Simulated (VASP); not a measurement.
Write the native input for VASP 6.6.1 that does the following.

| Item | Value |
| --- | --- |
| Task | single point |
| Functional | PBE |
| Potentials or basis | VASP PAW PBE potentials, release 64 (K_sv, Cl) |
| Cutoff | 520 eV |
| k mesh | 4 × 4 × 4 |
| Occupations | gaussian, width 0.01 eV |
| Spin | no spin polarisation |
| Dipole correction | no |
| Further INCAR settings | ALGO = Normal; EDIFF = 1e-07; NBANDS = 15 |

The structure of KCl lies in POSCAR:

```
KCl
1.0
    0.0000000000      3.1448483123      3.3020907279
    3.1448483123      0.0000000000      3.3020907279
    3.1448483123      3.1448483123      0.0000000000
K Cl
1 1
Direct
    0.0000000000      0.0000000000      0.0000000000
    0.5000000000      0.5000000000      0.5000000000
```

This cell differs from its parent crystal: uniaxial z strain +5.0%.

These files were run (other wordings do the same):

INCAR

```
PREC = Accurate
ENCUT = 520
EDIFF = 1E-7
ISMEAR = 0
SIGMA = 0.01
LREAL = F
LASPH = T
NELM = 100
ALGO = Normal
ISIF = 2
LWAVE = F
LCHARG = F
GGA = PE
NBANDS = 15
```

KPOINTS

```
Automatic mesh
0
Gamma
  4 4 4
```

Potentials or basis: VASP PAW PBE potentials, release 64 (K_sv, Cl).

The run is started by

```console
$ cat potpaw_PBE.64/K_sv/POTCAR potpaw_PBE.64/Cl/POTCAR > POTCAR
$ mpirun -np 1 vasp_std > vasp.out
```

Results of the run:

* Pressure: 0.0 GPa
* Band gap on the k mesh: 5.02 eV, direct

Caveat: the k points lie up to 0.43 Å⁻¹ apart; the cell differs from its parent crystal (uniaxial z strain +5.0%).

It took 31 s on 1 thread of AMD EPYC 7R13 (shared host), peak memory 0.17 GiB.
